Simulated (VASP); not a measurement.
# LiCl2 (P4_2/mmc) in VASP: notebook

Runs on LiCl2. Level: PBE. Tasks: single point, relaxation of cell and atoms.

Program: VASP 6.6.1. These are calculated values, not measurements. Logs are shortened: lines on timing, memory, paths and dates and some standing lists are left out, and cuts for length are marked.

## 1. The cell of the first run

The structure is tetragonal, space group P4_2/mmc (No. 131). Conventional cell: a = 4.992 Å, b = 4.992 Å, c = 12.309 Å, α = 90.00°, β = 90.00°, γ = 90.00°. Within 3.7 Å of Li (site symmetry mmm) lie 4 Cl at 2.79 Å. Within 3.3 Å of Cl (site symmetry m2m) lie 2 Cl at 2.49 to 2.50 Å and 2 Li at 2.79 Å.

The cell was generated, and may not be a known phase.

## 2. Single point, PBE

Contents of INCAR:

```
ALGO     = Normal         # electronic algorithm
EDIFF    = 1E-6           # SCF threshold, eV
ENCUT    = 750            # plane-wave cutoff, eV
GGA      = PE             # functional
GGA_COMPAT= F            
ISIF     = 2              # what is computed and relaxed
ISMEAR   = 0              # smearing method
LASPH    = T              # aspherical terms in the spheres
LCHARG   = F              # write CHGCAR
LREAL    = F              # projectors in reciprocal space
LWAVE    = F              # write WAVECAR
NBANDS   = 26             # bands
NELM     = 120            # most SCF steps
PREC     = Accurate       # precision mode
SIGMA    = 0.1            # smearing width, eV
```

Contents of KPOINTS:

```
k-points
0
Gamma
  8 8 4
```

Contents of POSCAR:

```
LiCl2
1.0
    4.9919427340      0.0000000000      0.0000000000
    0.0000000000      4.9919427340      0.0000000000
    0.0000000000      0.0000000000     12.3092847616
Li Cl
2 4
Direct
    0.5000000000      0.5000000000      0.0000000000
    0.5000000000      0.5000000000      0.5000000000
    0.2494292917      0.0000000000      0.0000000000
    0.7505707083      0.0000000000      0.0000000000
    0.0000000000      0.2494292917      0.5000000000
    0.0000000000      0.7505707083      0.5000000000
```

Potentials or basis: VASP PAW PBE potentials, release 64 (Li_sv, Cl).

Run with:

```sh
cat potpaw_PBE.64/Li_sv/POTCAR potpaw_PBE.64/Cl/POTCAR > POTCAR
mpirun -np 1 vasp_std > vasp.out
```

OUTCAR:

```text
EDIFF = 1E-6
   ENCUT = 750
   GGA = PE
   ISIF = 2
   ISMEAR = 0
   LASPH = T
   LREAL = F
   NELM = 120
   PREC = Accurate

 ion  position               nearest neighbor table
   1  0.500  0.500  0.000-
   2  0.500  0.500  0.500-
   3  0.249  0.000  0.000-   4 2.49   4 2.50
   4  0.751  0.000  0.000-   3 2.49   3 2.50
   5  0.000  0.249  0.500-   6 2.49   6 2.50
   6  0.000  0.751  0.500-   5 2.49   5 2.50

  LATTYP: Found a simple tetragonal cell.
 ALAT       =     4.9919427340
 C/A-ratio  =     2.4658305228

  Lattice vectors:

 A1 = (   4.9919427340,   0.0000000000,   0.0000000000)
 A2 = (   0.0000000000,   4.9919427340,   0.0000000000)
 A3 = (   0.0000000000,   0.0000000000,  12.3092847616)

Analysis of symmetry for initial positions (statically):
=====================================================================
 Subroutine PRICEL returns:
 Original cell was already a primitive cell.

 Routine SETGRP: Setting up the symmetry group for a
 simple tetragonal supercell.

 Subroutine GETGRP returns: Found 16 space group operations
 (whereof  8 operations were pure point group operations)
 out of a pool of 16 trial point group operations.

The static configuration has the point symmetry D_2h.
 The point group associated with its full space group is D_4h.

Analysis of symmetry for dynamics (positions and initial velocities):
=====================================================================
 Subroutine PRICEL returns:
 Original cell was already a primitive cell.

 Routine SETGRP: Setting up the symmetry group for a
 simple tetragonal supercell.

 Subroutine GETGRP returns: Found 16 space group operations
 (whereof  8 operations were pure point group operations)
 out of a pool of 16 trial point group operations.

The dynamic configuration has the point symmetry D_2h.
 The point group associated with its full space group is D_4h.

 Subroutine INISYM returns: Found 16 space group operations
 (whereof  8 operations are pure point group operations),
 and found     1 'primitive' translations

----------------------------------------------------------------------------------------

                                     Primitive cell

  volume of cell :     306.7411

  direct lattice vectors                    reciprocal lattice vectors
     4.991942734  0.000000000  0.000000000     0.200322811  0.000000000  0.000000000
     0.000000000  4.991942734  0.000000000     0.000000000  0.200322811  0.000000000
     0.000000000  0.000000000 12.309284762     0.000000000  0.000000000  0.081239489

  length of vectors
     4.991942734  4.991942734 12.309284762     0.200322811  0.200322811  0.081239489

  position of ions in fractional coordinates (direct lattice)
     0.500000000  0.500000000  0.000000000
     0.500000000  0.500000000  0.500000000
     0.249429292  0.000000000  0.000000000
     0.750570708  0.000000000  0.000000000
     0.000000000  0.249429292  0.500000000
     0.000000000  0.750570708  0.500000000

  ion indices of the primitive-cell ions
   primitive index   ion index
                 1           1
                 2           2
                 3           3
                 4           4
                 5           5
                 6           6

----------------------------------------------------------------------------------------

 KPOINTS: k-points

Automatic generation of k-mesh.
 Grid dimensions read from file:
 generate k-points for:    8    8    4

 Generating k-lattice:

  Cartesian coordinates                     Fractional coordinates (reciprocal lattice)
     0.025040351  0.000000000  0.000000000     0.125000000  0.000000000  0.000000000
     0.000000000  0.025040351  0.000000000     0.000000000  0.125000000  0.000000000
     0.000000000  0.000000000  0.020309872     0.000000000  0.000000000  0.250000000

  Length of vectors
     0.025040351  0.025040351  0.020309872

  Shift w.r.t. Gamma in fractional coordinates (k-lattice)
     0.000000000  0.000000000  0.000000000

 Subroutine IBZKPT returns following result:
 ===========================================

 Found     45 irreducible k-points:

 Following reciprocal coordinates:
            Coordinates               Weight
  0.000000  0.000000  0.000000      1.000000
  0.125000  0.000000  0.000000      4.000000
  0.250000  0.000000  0.000000      4.000000
  0.375000  0.000000  0.000000      4.000000
  0.500000  0.000000  0.000000      2.000000
  0.125000  0.125000  0.000000      4.000000
[... 16 lines left out ...]
  0.375000  0.125000  0.250000     16.000000
  0.500000  0.125000  0.250000      8.000000
 [... further k-points ...]
   k-points           NKPTS =     45   k-points in BZ     NKDIM =     45   number of bands    NBANDS=     26
   number of dos      NEDOS =    301   number of ions     NIONS =      6
   total plane-waves  NPLWV = 258048
   dimension x,y,z NGX =    48 NGY =   48 NGZ =  112
   dimension x,y,z NGXF=    96 NGYF=   96 NGZF=  224
   ions per type =               2   4
   NGX,Y,Z   is equivalent  to a cutoff of  15.99, 15.99, 15.13 a.u.
   NGXF,Y,Z  is equivalent  to a cutoff of  31.97, 31.97, 30.25 a.u.
 SYSTEM =  unknown system
   PREC   = accura    normal or accurate (medium, high low for compatibility)
   ISTART =      0    job   : 0-new  1-cont  2-samecut
   ICHARG =      2    charge: 1-file 2-atom 10-const
   ISPIN  =      1    spin polarized calculation?
   LNONCOLLINEAR =      F non collinear calculations
   LSORBIT =      F    spin-orbit coupling
   LASPH  =      T    aspherical Exc in radial PAW
   ENCUT  =  750.0 eV  55.12 Ry    7.42 a.u.  11.15 11.15 27.49*2*pi/ulx,y,z
   NELM   =    120;   NELMIN=  2; NELMDL= -5     # of ELM steps
   EDIFF  = 0.1E-05   stopping-criterion for ELM
   LREAL  =      F    real-space projection
   EDIFFG = 0.1E-04   stopping-criterion for IOM
   NSW    =      0    number of steps for IOM
   IBRION =     -1    ionic relax: 0-MD 1-quasi-New 2-CG
   NFREE  =      0    steps in history (QN), initial steepest desc. (CG)
   ISIF   =      2    stress and relaxation
   ISYM   =      2    0-nonsym 1-usesym 2-fastsym
   POTIM  = 0.5000    time-step for ionic-motion
   TEBEG  =    0.0;   TEEND  =   0.0 temperature during run
   PSTRESS=    0.0 pullay stress
   NELECT =      34.0000    total number of electrons
   NUPDOWN=      -1.0000    fix difference up-down
   EMIN   =  10.00;   EMAX   =-10.00  energy-range for DOS
   EFERMI =   0.00;   METHOD = LEGACY
   ISMEAR =     0;   SIGMA  =   0.10  broadening in eV -4-tet -1-fermi 0-gaus
   EFERMI_NEDOS =   21; number of points for ismear=-14 and -15
   IALGO  =     38    algorithm
   IMIX   =      4    mixing-type and parameters
     AMIX     =   0.40;   BMIX     =  1.00
     AMIX_MAG =   1.60;   BMIX_MAG =  1.00
  volume/ion in A,a.u.               =      51.12       345.00
  Fermi-wavevector in a.u.,A,eV,Ry     =   0.786401  1.486082  8.414194  0.618426
  Thomas-Fermi vector in A             =   1.890931
   LORBIT       =      0    0 simple, 1 ext, 2 COOP (PROOUT), +10 PAW based schemes
   GGA     = PE    functional components
   LHFCALC =     F    Hartree Fock is set to
   AEXX    =    0.0000 exact exchange contribution
   IVDW    =     0    specifies the selected vdW correction
   LEPSILON=     F    determine dielectric tensor
   LRPA    =     F    only Hartree local field effects (RPA)
 non-spin polarized calculation
 Gauss-broadening in eV      SIGMA  =   0.10
  energy-cutoff  :      750.00
  volume of cell :      306.74
 maximum number of plane-waves:     14352
 NGX is ok and might be reduce to    48
   NGX = 23   NGY = 23   NGZ = 55

 number of electron      33.9999991 magnetization

 Free energy of the ion-electron system (eV)
  ---------------------------------------------------
  ext. energy  EPLUGINS =         0.00000000
  ---------------------------------------------------
  free energy    TOTEN  =       -15.86647683 eV

  energy without entropy =      -15.83827787  energy(sigma->0) =      -15.85237735

 E-fermi :  -1.3048     XC(G=0):  -4.6580

 val. band max:       -1.3051930594   @ k =   0.2500   0.2500   0.2500
 cond. band min:      -1.3048129479   @ k =   0.2500   0.2500   0.5000
 fundamental gap:      0.0003801116
 Fermi energy:        -1.3048387795

 k-point     1 :       0.0000    0.0000    0.0000
  band No.  band energies     occupation
      1     -49.3495      2.00000
      2     -49.3495      2.00000
      3     -17.7130      2.00000
      4     -17.7126      2.00000
      5     -15.1778      2.00000
      6     -15.1778      2.00000
[... 18 lines left out ...]
     25       4.5057      0.00000
     26       5.1109      0.00000

 k-point     2 :       0.1250    0.0000    0.0000
  band No.  band energies     occupation
      1     -49.3495      2.00000
      2     -49.3495      2.00000
      3     -17.7123      2.00000
      4     -17.6459      2.00000
      5     -15.3313      2.00000
      6     -15.1763      2.00000
[... 18 lines left out ...]
     25       4.6901      0.00000
     26       5.0100      0.00000

 k-point     3 :       0.2500    0.0000    0.0000
  band No.  band energies     occupation
      1     -49.3495      2.00000
      2     -49.3495      2.00000
      3     -17.7110      2.00000
      4     -17.4480      2.00000
      5     -15.7217      2.00000
      6     -15.1728      2.00000
[... 572 lines left out ...]
 k-point    23 :       0.3750    0.1250    0.2500
  band No.  band energies     occupation
      1     -49.3495      2.00000
      2     -49.3495      2.00000
      3     -17.6426      2.00000
      4     -17.1284      2.00000
      5     -16.2132      2.00000
      6     -15.3232      2.00000
[... 18 lines left out ...]
     25       4.4892      0.00000
     26       4.7826      0.00000

 k-point    24 :       0.5000    0.1250    0.2500
  band No.  band energies     occupation
      1     -49.3495      2.00000
      2     -49.3495      2.00000
      3     -17.6421      2.00000
      4     -16.7413      2.00000
      5     -16.6677      2.00000
      6     -15.3219      2.00000
[... 18 lines left out ...]
     25       4.4230      0.00000
     26       4.8610      0.00000

 [... further k-points ...]

------------------------ aborting loop because EDIFF is reached ----------------------------------------

  FORCE on cell =-STRESS in cart. coord.  units (eV):
  Direction    XX          YY          ZZ          XY          YZ          ZX
  --------------------------------------------------------------------------------------
  -------------------------------------------------------------------------------------
  Total       -0.0517771     -0.0517771      0.0445785     -0.0000000      0.0000000      0.0000000
  in kB       -0.2704431     -0.2704431      0.2328433     -0.0000000      0.0000000      0.0000000
  external PRESSURE =      -0.1026810 kB  Pullay stress =       0.0000000 kB

 VOLUME and BASIS-vectors are now :
 -----------------------------------------------------------------------------
  energy-cutoff  :      750.00
  volume of cell :      306.74
      direct lattice vectors                 reciprocal lattice vectors
     4.991942734  0.000000000  0.000000000     0.200322811  0.000000000  0.000000000
     0.000000000  4.991942734  0.000000000     0.000000000  0.200322811  0.000000000
     0.000000000  0.000000000 12.309284762     0.000000000  0.000000000  0.081239489

 POSITION                                       TOTAL-FORCE (eV/Angst)
 -----------------------------------------------------------------------------------
      2.49597      2.49597      0.00000        -0.000000      0.000000      0.000000
      2.49597      2.49597      6.15464        -0.000000      0.000000      0.000000
      1.24514      0.00000      0.00000         0.002404      0.000000      0.000000
      3.74681      0.00000      0.00000        -0.002404      0.000000      0.000000
      0.00000      1.24514      6.15464         0.000000      0.002404      0.000000
      0.00000      3.74681      6.15464        -0.000000     -0.002404      0.000000
 -----------------------------------------------------------------------------------
    total drift:                                0.000000      0.000000      0.000000

  FREE ENERGIE OF THE ION-ELECTRON SYSTEM (eV)
  ---------------------------------------------------
  free  energy   TOTEN  =       -15.8664768271 eV

  energy  without entropy=      -15.8382778721  energy(sigma->0) =      -15.85237735
```

Run time: 5.4 min. Hardware: 1 thread of AMD EPYC 9R45 (Zen 5), shared host; peak memory 0.82 GiB.

What came out:

```
Free energy            : -15.8665 eV
Pressure               : 0.0 GPa
Band gap on the k mesh : zero (bands 17 and 18 overlap by 4.57 eV)
```

Forces in eV/Å, atoms in the order of the input:
```
Li   0.000  0.000  0.000
Li   0.000  0.000  0.000
Cl   0.002  0.000  0.000
Cl  -0.002  0.000  0.000
Cl   0.000  0.002  0.000
Cl   0.000 -0.002  0.000
```

## 3. Single point, PBE

Contents of INCAR:

```
SYSTEM = LiCl2
PREC = Accurate
ENCUT = 750
EDIFF = 1E-6
ISMEAR = 0
SIGMA = 0.1
LREAL = .FALSE.
LASPH = .TRUE.
NELM = 120
ALGO = Normal
ISIF = 2
LWAVE = .FALSE.
LCHARG = .FALSE.
GGA = PE
NBANDS = 26
GGA_COMPAT = .FALSE.
```

Contents of KPOINTS:

```
Automatic mesh
0
G
  8 8 4
  0 0 0
```

POSCAR is that of step 2.

Potentials or basis: VASP PAW PBE potentials, release 64 (Li_sv, Cl).

Run with:

```sh
cat potpaw_PBE.64/Li_sv/POTCAR potpaw_PBE.64/Cl/POTCAR > POTCAR
mpirun -np 1 vasp_std > vasp.out
```

Wall time 5.8 min (1 thread of AMD EPYC 9R45 (Zen 5), shared host); peak memory 0.81 GiB.

Results (log left out):

```yaml
Free_energy: -15.8665 eV
Pressure: 0.0 GPa
Band_gap_on_the_k_mesh: zero (bands 17 and 18 overlap by 4.57 eV)
```

Forces in eV/Å, atoms in the order of the input:
```
Li   0.000  0.000  0.000
Li   0.000  0.000  0.000
Cl   0.002  0.000  0.000
Cl  -0.002  0.000  0.000
Cl   0.000  0.002  0.000
Cl   0.000 -0.002  0.000
```

Levels at points of the mesh, in eV from the Fermi level:
```
           k point  band 15  band 16  band 17  band 18  band 19  band 20
(0.00, 0.00, 0.00)    -1.94    -1.94     1.64     1.64     1.85     2.52
(0.50, 0.00, 0.00)    -2.95    -2.56    -1.92     1.65     3.24     3.34
(0.50, 0.50, 0.00)    -2.99    -2.99    -2.94    -2.94     4.05     4.67
(0.00, 0.00, 0.50)    -1.94    -1.94     1.64     1.64     2.11     2.11
(0.50, 0.00, 0.50)    -2.95    -2.56    -1.92     1.65     3.11     3.38
(0.50, 0.50, 0.50)    -2.99    -2.99    -2.94    -2.94     4.26     4.26
```

(Continued in part 2 of 2.)
